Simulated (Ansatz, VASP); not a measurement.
Two plane-wave programs on TaBi

```
Ta Bi
1.0
     3.34667    0.00000    0.00000
     0.00000    3.34667    0.00000
     0.00000    0.00000    3.34667
Ta Bi
1 1
Direct
  0.00000 0.00000 0.00000
  0.50000 0.50000 0.50000
```

Change from the starting cell: volume scaled by 0.92, PAW files.

Alike in both runs: task single point; functional LDA; k mesh 11 × 11 × 11; occupations fermi-dirac, width 0.05 eV; no spin polarisation.

|  | VASP | Ansatz |
| --- | --- | --- |
| version | VASP 6.6.1 | Ansatz 0.2.0 |
| potentials or method | VASP PAW LDA potentials, release 64 (Ta_pv, Bi_d) | PAW with Ansatz's default frozen-core files, scalar-relativistic |
| plane-wave cutoff (eV) | 520 | 420 |
| valence electrons in the cell | 26 | 28 |

|  | VASP | Ansatz | Ansatz less VASP |
| --- | --- | --- | --- |
| pressure (GPa) | 15.3 | 14.6 | -0.67 |

LDA's correlation is that of Perdew and Zunger in VASP and of Perdew and Wang (1992) in Ansatz. VASP's potentials hold 26 valence electrons a cell and Ansatz's 28, so a difference there can come from the potentials and not from the codes.

Spin-orbit coupling is off throughout.
